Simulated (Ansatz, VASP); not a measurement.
## One calculation of Re, two programs

```
CELL_PARAMETERS angstrom
2.56772 0.00000 0.00000
-1.28386 2.22371 0.00000
0.00000 0.00000 4.10575
ATOMIC_POSITIONS crystal
Re 0.33333 0.66667 0.25000
Re 0.66667 0.33333 0.75000
```

Change from the starting cell: volume scaled by 0.96.

Alike in both runs: task single point; functional PBE; k mesh 14 × 14 × 8; occupations fermi-dirac, width 0.05 eV; no spin polarisation.

```csv
,VASP,Ansatz
version,VASP 6.6.1,Ansatz 0.2.0
potentials or method,"VASP PAW PBE potentials, release 64 (Re), cutoff 520 eV","all-electron LAPW, scalar-relativistic"
```

|  | VASP | Ansatz | Ansatz less VASP |
| --- | --- | --- | --- |
| pressure (GPa) | 153.4 | 149.3 | -4.08 |
| traceless stress, the component that is largest in VASP (GPa) | 6.00 | 6.04 | +0.042 |

Both programs put the cell under a high pressure, so it lies far from rest at this level. Ansatz ran all-electron here, and VASP with PAW potentials.

Neither program's run includes spin-orbit coupling. Noted on VASP's run: the cell as given lies far from equilibrium.
